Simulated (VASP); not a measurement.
A run of VASP 6.6.1:

INCAR

```
PREC     = Accurate       # precision mode
ENCUT    = 600            # plane-wave cutoff, eV
EDIFF    = 1E-6           # SCF threshold, eV
ISMEAR   = -1             # smearing method
SIGMA    = 0.02           # smearing width, eV
LREAL    = F              # projectors in reciprocal space
LASPH    = T              # aspherical terms in the spheres
NELM     = 60             # most SCF steps
ALGO     = Normal         # electronic algorithm
ISIF     = 3              # what is computed and relaxed
LWAVE    = F              # write WAVECAR
LCHARG   = F              # write CHGCAR
GGA      = PS             # functional
IBRION   = 2              # ionic algorithm
NSW      = 80             # ionic steps
EDIFFG   = -0.01          # ionic threshold
```

The input KPOINTS:

```
regular mesh
0
Gamma
  6 6 4
```

POSCAR

```
MgO
1.0
    3.3077869900      0.0000000000      0.0000000000
   -1.6538934900      2.8646275600      0.0000000000
    0.0000000000      0.0000000000      4.9828816700
Mg O
2 2
Direct
    0.3333333300      0.6666666700      0.0021597400
    0.6666666700      0.3333333300      0.5021597400
    0.3333333300      0.6666666700      0.4024402600
    0.6666666700      0.3333333300      0.9024402600
```

Potentials or basis: VASP PAW PBE potentials, release 64 (Mg, O).

Command:

```console
$ cat potpaw_PBE.64/Mg/POTCAR potpaw_PBE.64/O/POTCAR > POTCAR
$ mpirun -np 1 vasp_std > vasp.out
```

Hardware: 1 thread of Intel(R) Xeon(R) Platinum 8559C (Emerald Rapids), on a shared host.

Estimate the wall time of this run.

Wall time 16 s on 1 thread of Intel(R) Xeon(R) Platinum 8559C (Emerald Rapids), on a shared host, peak memory 0.18 GiB. Counts: scf iterations 21, k points 21, ion steps 3.
